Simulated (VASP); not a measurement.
A run of VASP 6.6.1 is set up as follows.

The input INCAR:

```
SYSTEM = Cd2H
ALGO = Normal
EDIFF = 1E-6
EDIFFG = -0.01
ENCUT = 600
GGA = PE
IBRION = 2
ISIF = 3
ISMEAR = 0
LASPH = .True.
LCHARG = .False.
LREAL = .False.
LWAVE = .False.
NELM = 60
NSW = 100
PREC = Accurate
SIGMA = 0.1
```

File KPOINTS:

```
k-points
0
Gamma
  8 8 8
  0 0 0
```

Contents of POSCAR:

```
Cd2H
1.0
    0.0000000000      4.0641438751      4.0641438751
    4.0641438751      0.0000000000      4.0641438751
    4.0641438751      4.0641438751      0.0000000000
Cd H
4 2
Direct
    0.1250000000      0.1250000000      0.1250000000
    0.6250000000      0.1250000000      0.1250000000
    0.1250000000      0.1250000000      0.6250000000
    0.1250000000      0.6250000000      0.1250000000
    0.5000000000      0.5000000000      0.5000000000
    0.7500000000      0.7500000000      0.7500000000
```

Potentials or basis: VASP PAW PBE potentials, release 64 (Cd, H).

The run is started by

```bash
$ cat potpaw_PBE.64/Cd/POTCAR potpaw_PBE.64/H/POTCAR > POTCAR
$ mpirun -np 1 vasp_std > vasp.out
```

(1) What does it give for the band gap on the k mesh?

(2) Predict the space group after relaxing (to 0.05 Å).

## Answers

(1) zero (band 25 reaches 0.95 eV, above the bottom of band 26 at -1.09 eV).

(2) Fd-3m (No. 227).
